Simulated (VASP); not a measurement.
# TaAl3N4 (Pm-3m) in VASP: notebook

The runs below take TaAl3N4 through single point, with PBE.

All numbers are computed with VASP 6.6.1; they aren't measurements. Logs are shortened: lines on timing, memory, paths and dates and some standing lists are left out, and cuts for length are marked.

**1. The cell of the first run**

It takes space group Pm-3m (No. 221, cubic). The conventional cell has a = 4.218 Å, b = 4.218 Å, c = 4.218 Å, α = 90.00°, β = 90.00°, γ = 90.00°. Ta (site symmetry m-3m) has 6 N at 2.11 Å within 2.8 Å. Within 2.8 Å of Al (site symmetry 4/mmm) lie 6 N at 2.11 Å. N (site symmetry 4/mmm) has 2 Ta at 2.11 Å and 4 Al at 2.11 Å within 2.8 Å. Within 2.8 Å of N (site symmetry m-3m) lie 6 Al at 2.11 Å.

**2. Single point, PBE**

Input file INCAR:

```
SYSTEM = TaAl3N4
PREC = Accurate
ENCUT = 520
EDIFF = 1E-7
ISMEAR = 0
SIGMA = 0.1
LREAL = .FALSE.
LASPH = .TRUE.
NELM = 60
ALGO = Normal
ISIF = 2
LWAVE = .FALSE.
LCHARG = .FALSE.
GGA = PE
NBANDS = 30
```

Input file KPOINTS:

```
regular mesh
0
G
  10 10 10
  0 0 0
```

Input file POSCAR:

```
TaAl3N4
1.0
    4.2181691450      0.0000000000      0.0000000000
    0.0000000000      4.2181691450      0.0000000000
    0.0000000000      0.0000000000      4.2181691450
Ta Al N
1 3 4
Direct
    0.5000000000      0.5000000000      0.5000000000
    0.0000000000      0.5000000000      0.0000000000
    0.0000000000      0.0000000000      0.5000000000
    0.5000000000      0.0000000000      0.0000000000
    0.5000000000      0.0000000000      0.5000000000
    0.0000000000      0.0000000000      0.0000000000
    0.5000000000      0.5000000000      0.0000000000
    0.0000000000      0.5000000000      0.5000000000
```

Potentials or basis: VASP PAW PBE potentials, release 64 (Ta_pv, Al, N).

The run is started by

```
cat potpaw_PBE.64/Ta_pv/POTCAR potpaw_PBE.64/Al/POTCAR potpaw_PBE.64/N/POTCAR > POTCAR
mpirun -np 1 vasp_std > vasp.out
```

OUTCAR:

```text
SYSTEM = TaAl3N4
   PREC = Accurate
   ENCUT = 520
   EDIFF = 1E-7
   ISMEAR = 0
   LREAL = .FALSE.
   LASPH = .TRUE.
   NELM = 60
   ISIF = 2
   GGA = PE

 ion  position               nearest neighbor table
   1  0.500  0.500  0.500-   5 2.11   7 2.11   8 2.11   7 2.11   5 2.11   8 2.11   2 2.98   4 2.98
                             2 2.98   3 2.98   4 2.98   3 2.98   4 2.98   2 2.98   3 2.98   4 2.98
   2  0.000  0.500  0.000-   6 2.11   7 2.11   8 2.11   8 2.11   6 2.11   7 2.11   1 2.98   3 2.98
                             1 2.98   3 2.98   4 2.98   3 2.98   3 2.98   1 2.98   4 2.98   4 2.98
   3  0.000  0.000  0.500-   5 2.11   6 2.11   8 2.11   6 2.11   8 2.11   5 2.11   2 2.98   4 2.98
                             1 2.98   1 2.98   2 2.98   2 2.98   2 2.98   1 2.98   4 2.98   4 2.98
   4  0.500  0.000  0.000-   5 2.11   6 2.11   7 2.11   5 2.11   7 2.11   6 2.11   1 2.98   3 2.98
                             1 2.98   1 2.98   2 2.98   2 2.98   1 2.98   2 2.98   3 2.98   3 2.98
   5  0.500  0.000  0.500-   1 2.11   3 2.11   4 2.11   4 2.11   1 2.11   3 2.11
   6  0.000  0.000  0.000-   2 2.11   3 2.11   4 2.11   3 2.11   2 2.11   4 2.11
   7  0.500  0.500  0.000-   1 2.11   2 2.11   4 2.11   1 2.11   4 2.11   2 2.11
   8  0.000  0.500  0.500-   1 2.11   2 2.11   3 2.11   2 2.11   3 2.11   1 2.11

  LATTYP: Found a simple cubic cell.
 ALAT       =     4.2181691450

  Lattice vectors:

 A1 = (   4.2181691450,   0.0000000000,   0.0000000000)
 A2 = (   0.0000000000,   4.2181691450,   0.0000000000)
 A3 = (   0.0000000000,   0.0000000000,   4.2181691450)

Analysis of symmetry for initial positions (statically):
=====================================================================
 Subroutine PRICEL returns:
 Original cell was already a primitive cell.

 Routine SETGRP: Setting up the symmetry group for a
 simple cubic supercell.

 Subroutine GETGRP returns: Found 48 space group operations
 (whereof 48 operations were pure point group operations)
 out of a pool of 48 trial point group operations.

The static configuration has the point symmetry O_h .

Analysis of symmetry for dynamics (positions and initial velocities):
=====================================================================
 Subroutine PRICEL returns:
 Original cell was already a primitive cell.

 Routine SETGRP: Setting up the symmetry group for a
 simple cubic supercell.

 Subroutine GETGRP returns: Found 48 space group operations
 (whereof 48 operations were pure point group operations)
 out of a pool of 48 trial point group operations.

The dynamic configuration has the point symmetry O_h .

 Subroutine INISYM returns: Found 48 space group operations
 (whereof 48 operations are pure point group operations),
 and found     1 'primitive' translations

----------------------------------------------------------------------------------------

                                     Primitive cell

  volume of cell :      75.0537

  direct lattice vectors                    reciprocal lattice vectors
     4.218169145  0.000000000  0.000000000     0.237069678  0.000000000  0.000000000
     0.000000000  4.218169145  0.000000000     0.000000000  0.237069678  0.000000000
     0.000000000  0.000000000  4.218169145     0.000000000  0.000000000  0.237069678

  length of vectors
     4.218169145  4.218169145  4.218169145     0.237069678  0.237069678  0.237069678

  position of ions in fractional coordinates (direct lattice)
     0.500000000  0.500000000  0.500000000
     0.000000000  0.500000000  0.000000000
     0.000000000  0.000000000  0.500000000
     0.500000000  0.000000000  0.000000000
     0.500000000  0.000000000  0.500000000
     0.000000000  0.000000000  0.000000000
     0.500000000  0.500000000  0.000000000
     0.000000000  0.500000000  0.500000000

  ion indices of the primitive-cell ions
   primitive index   ion index
                 1           1
                 2           2
                 3           3
                 4           4
                 5           5
                 6           6
                 7           7
                 8           8

----------------------------------------------------------------------------------------

 KPOINTS: regular mesh

Automatic generation of k-mesh.
 Grid dimensions read from file:
 generate k-points for:   10   10   10

 Generating k-lattice:

  Cartesian coordinates                     Fractional coordinates (reciprocal lattice)
     0.023706968  0.000000000  0.000000000     0.100000000  0.000000000  0.000000000
     0.000000000  0.023706968  0.000000000     0.000000000  0.100000000  0.000000000
     0.000000000  0.000000000  0.023706968     0.000000000  0.000000000  0.100000000

  Length of vectors
     0.023706968  0.023706968  0.023706968

  Shift w.r.t. Gamma in fractional coordinates (k-lattice)
     0.000000000  0.000000000  0.000000000

 Subroutine IBZKPT returns following result:
 ===========================================

 Found     56 irreducible k-points:

 Following reciprocal coordinates:
            Coordinates               Weight
  0.000000  0.000000  0.000000      1.000000
  0.100000  0.000000  0.000000      6.000000
  0.200000  0.000000  0.000000      6.000000
  0.300000  0.000000  0.000000      6.000000
  0.400000  0.000000  0.000000      6.000000
  0.500000  0.000000  0.000000      3.000000
[... 16 lines left out ...]
  0.200000  0.100000  0.100000     24.000000
  0.300000  0.100000  0.100000     24.000000
 [... further k-points ...]
   k-points           NKPTS =     56   k-points in BZ     NKDIM =     56   number of bands    NBANDS=     30
   number of dos      NEDOS =    301   number of ions     NIONS =      8
   total plane-waves  NPLWV =  32768
   dimension x,y,z NGX =    32 NGY =   32 NGZ =   32
   dimension x,y,z NGXF=    64 NGYF=   64 NGZF=   64
   ions per type =               1   3   4
   NGX,Y,Z   is equivalent  to a cutoff of  12.61, 12.61, 12.61 a.u.
   NGXF,Y,Z  is equivalent  to a cutoff of  25.22, 25.22, 25.22 a.u.
 SYSTEM =  TaAl3N4
   PREC   = accura    normal or accurate (medium, high low for compatibility)
   ISTART =      0    job   : 0-new  1-cont  2-samecut
   ICHARG =      2    charge: 1-file 2-atom 10-const
   ISPIN  =      1    spin polarized calculation?
   LNONCOLLINEAR =      F non collinear calculations
   LSORBIT =      F    spin-orbit coupling
   LASPH  =      T    aspherical Exc in radial PAW
   ENCUT  =  520.0 eV  38.22 Ry    6.18 a.u.   7.84  7.84  7.84*2*pi/ulx,y,z
   NELM   =     60;   NELMIN=  2; NELMDL= -5     # of ELM steps
   EDIFF  = 0.1E-06   stopping-criterion for ELM
   LREAL  =      F    real-space projection
   EDIFFG = 0.1E-05   stopping-criterion for IOM
   NSW    =      0    number of steps for IOM
   IBRION =     -1    ionic relax: 0-MD 1-quasi-New 2-CG
   NFREE  =      0    steps in history (QN), initial steepest desc. (CG)
   ISIF   =      2    stress and relaxation
   ISYM   =      2    0-nonsym 1-usesym 2-fastsym
   POTIM  = 0.5000    time-step for ionic-motion
   TEBEG  =    0.0;   TEEND  =   0.0 temperature during run
   PSTRESS=    0.0 pullay stress
   NELECT =      40.0000    total number of electrons
   NUPDOWN=      -1.0000    fix difference up-down
   EMIN   =  10.00;   EMAX   =-10.00  energy-range for DOS
   EFERMI =   0.00;   METHOD = LEGACY
   ISMEAR =     0;   SIGMA  =   0.10  broadening in eV -4-tet -1-fermi 0-gaus
   EFERMI_NEDOS =   21; number of points for ismear=-14 and -15
   IALGO  =     38    algorithm
   IMIX   =      4    mixing-type and parameters
     AMIX     =   0.40;   BMIX     =  1.00
     AMIX_MAG =   1.60;   BMIX_MAG =  1.00
  volume/ion in A,a.u.               =       9.38        63.31
  Fermi-wavevector in a.u.,A,eV,Ry     =   1.327305  2.508243 23.969920  1.761739
  Thomas-Fermi vector in A             =   2.456628
   LORBIT       =      0    0 simple, 1 ext, 2 COOP (PROOUT), +10 PAW based schemes
   GGA     = PE    functional components
   LHFCALC =     F    Hartree Fock is set to
   AEXX    =    0.0000 exact exchange contribution
   IVDW    =     0    specifies the selected vdW correction
   LEPSILON=     F    determine dielectric tensor
   LRPA    =     F    only Hartree local field effects (RPA)
 non-spin polarized calculation
 Gauss-broadening in eV      SIGMA  =   0.10
  energy-cutoff  :      520.00
  volume of cell :       75.05
 maximum number of plane-waves:      2048
 NGX is ok and might be reduce to    32
   NGX = 15   NGY = 15   NGZ = 15

 number of electron      39.9999988 magnetization

 Free energy of the ion-electron system (eV)
  ---------------------------------------------------
  ext. energy  EPLUGINS =         0.00000000
  ---------------------------------------------------
  free energy    TOTEN  =       -63.27911020 eV

  energy without entropy =      -63.26710204  energy(sigma->0) =      -63.27310612

 E-fermi :  11.6598     XC(G=0): -12.3456

 val. band max:       11.6544507281   @ k =   0.3000   0.2000   0.0000
 cond. band min:      11.6811519637   @ k =   0.3000   0.2000   0.1000
 fundamental gap:      0.0267012355
 Fermi energy:        11.6597947942

 k-point     1 :       0.0000    0.0000    0.0000
  band No.  band energies     occupation
      1     -24.1744      2.00000
      2     -24.1744      2.00000
      3     -24.1744      2.00000
      4      -8.3259      2.00000
      5      -5.6615      2.00000
      6      -5.6615      2.00000
[... 22 lines left out ...]
     29      16.9209      0.00000
     30      16.9209      0.00000

 k-point     2 :       0.1000    0.0000    0.0000
  band No.  band energies     occupation
      1     -24.1790      2.00000
      2     -24.1742      2.00000
      3     -24.1742      2.00000
      4      -8.2561      2.00000
      5      -5.6576      2.00000
      6      -5.6511      2.00000
[... 22 lines left out ...]
     29      17.0749      0.00000
     30      17.0749      0.00000

 k-point     3 :       0.2000    0.0000    0.0000
  band No.  band energies     occupation
      1     -24.1911      2.00000
      2     -24.1735      2.00000
      3     -24.1735      2.00000
      4      -8.0538      2.00000
      5      -5.7218      2.00000
      6      -5.6234      2.00000
[... 22 lines left out ...]
     29      17.4680      0.00000
     30      17.4680      0.00000

 k-point     4 :       0.3000    0.0000    0.0000
  band No.  band energies     occupation
      1     -24.2060      2.00000
      2     -24.1727      2.00000
      3     -24.1727      2.00000
      4      -7.7397      2.00000
      5      -5.9751      2.00000
      6      -5.5888      2.00000
[... 22 lines left out ...]
     29      17.8807      0.00000
     30      17.8807      0.00000

 k-point     5 :       0.4000    0.0000    0.0000
  band No.  band energies     occupation
      1     -24.2179      2.00000
      2     -24.1720      2.00000
      3     -24.1720      2.00000
      4      -7.3481      2.00000
      5      -6.3702      2.00000
      6      -5.5602      2.00000
[... 22 lines left out ...]
     29      17.9574      0.00000
     30      17.9574      0.00000
[... 526 lines left out ...]
     29      16.8783      0.00000
     30      17.0892      0.00000

 k-point    22 :       0.1000    0.1000    0.1000
  band No.  band energies     occupation
      1     -24.1788      2.00000
      2     -24.1784      2.00000
      3     -24.1784      2.00000
      4      -8.1172      2.00000
      5      -5.6293      2.00000
      6      -5.6293      2.00000
[... 22 lines left out ...]
     29      17.2175      0.00000
     30      17.2175      0.00000

 k-point    23 :       0.2000    0.1000    0.1000
  band No.  band energies     occupation
      1     -24.1905      2.00000
      2     -24.1779      2.00000
      3     -24.1777      2.00000
      4      -7.9166      2.00000
      5      -5.6591      2.00000
      6      -5.5990      2.00000
[... 22 lines left out ...]
     29      17.5270      0.00000
     30      17.5400      0.00000

 k-point    24 :       0.3000    0.1000    0.1000
  band No.  band energies     occupation
      1     -24.2053      2.00000
      2     -24.1771      2.00000
      3     -24.1769      2.00000
      4      -7.6053      2.00000
      5      -5.8886      2.00000
      6      -5.5608      2.00000
[... 22 lines left out ...]
     29      17.7521      0.00000
     30      17.9630      0.00000

 [... further k-points ...]

------------------------ aborting loop because EDIFF is reached ----------------------------------------

  FORCE on cell =-STRESS in cart. coord.  units (eV):
  Direction    XX          YY          ZZ          XY          YZ          ZX
  --------------------------------------------------------------------------------------
  -------------------------------------------------------------------------------------
  Total        0.0589827      0.0589827      0.0589827     -0.0000000      0.0000000     -0.0000000
  in kB        1.2591095      1.2591095      1.2591095     -0.0000000      0.0000000     -0.0000000
  external PRESSURE =       1.2591095 kB  Pullay stress =       0.0000000 kB

 VOLUME and BASIS-vectors are now :
 -----------------------------------------------------------------------------
  energy-cutoff  :      520.00
  volume of cell :       75.05
      direct lattice vectors                 reciprocal lattice vectors
     4.218169145  0.000000000  0.000000000     0.237069678  0.000000000  0.000000000
     0.000000000  4.218169145  0.000000000     0.000000000  0.237069678  0.000000000
     0.000000000  0.000000000  4.218169145     0.000000000  0.000000000  0.237069678

 POSITION                                       TOTAL-FORCE (eV/Angst)
 -----------------------------------------------------------------------------------
      2.10908      2.10908      2.10908         0.000000      0.000000      0.000000
      0.00000      2.10908      0.00000         0.000000      0.000000      0.000000
      0.00000      0.00000      2.10908         0.000000      0.000000      0.000000
      2.10908      0.00000      0.00000         0.000000      0.000000      0.000000
      2.10908      0.00000      2.10908         0.000000      0.000000      0.000000
      0.00000      0.00000      0.00000         0.000000      0.000000      0.000000
      2.10908      2.10908      0.00000         0.000000      0.000000      0.000000
      0.00000      2.10908      2.10908         0.000000      0.000000      0.000000
 -----------------------------------------------------------------------------------
    total drift:                                0.000000     -0.000000     -0.000000

  FREE ENERGIE OF THE ION-ELECTRON SYSTEM (eV)
  ---------------------------------------------------
  free  energy   TOTEN  =       -63.2791101963 eV

  energy  without entropy=      -63.2671020388  energy(sigma->0) =      -63.27310612
```

Wall time 4 min (1 thread of Intel Xeon 8259CL, shared host); peak memory 0.25 GiB.

What came out:

```
Free energy            : -63.2791 eV
Pressure               : 0.1 GPa
Band gap on the k mesh : zero (bands 20 and 21 overlap by 4.10 eV)
```

Caveat: spin-orbit coupling is left out, which moves the levels of the heavy elements.

(Continued in part 2 of 2.)

The gap in the log of VASP goes by the Fermi energy; the results here count the filled bands.